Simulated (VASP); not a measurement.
Here is a VASP 6.6.1 calculation.

Contents of INCAR:

```
SYSTEM = CdS
PREC = Accurate
ENCUT = 520
EDIFF = 1E-7
ISMEAR = 0
SIGMA = 0.05
LREAL = .False.
LASPH = .True.
NELM = 80
ALGO = Normal
ISIF = 2
LWAVE = .False.
LCHARG = .False.
GGA = PE
NBANDS = 16
```

The input KPOINTS:

```
Automatic mesh
0
Gamma
  8 8 8
  0 0 0
```

File POSCAR:

```
CdS
1.0
    0.0545625000      2.9100000000      2.9100000000
    2.9645625000      0.0000000000      2.9645625000
    2.9100000000      2.9100000000      0.0545625000
Cd S
1 1
Direct
    0.0000000000      0.0000000000      0.0000000000
    0.7500000000      0.7500000000      0.7500000000
```

Potentials or basis: VASP PAW PBE potentials, release 64 (Cd, S).

The run is started by

```console
$ cat potpaw_PBE.64/Cd/POTCAR potpaw_PBE.64/S/POTCAR > POTCAR
$ mpirun -np 1 vasp_std > vasp.out
```

Question: Estimate the band gap on the k mesh.

Answer: 1.10 eV, direct.

Question: Predict the pressure.

Answer: 3.8 GPa.

Question: Estimate the largest force.

Answer: 0.283 eV/Å.

Forces on the atoms (eV/Å):
```
Cd   0.000 -0.283  0.000
S    0.000  0.283  0.000
```

Caveat: the cell differs from its parent crystal (strain +0.0375 x Voigt [0, 0, 0, 0, 1, 0]).
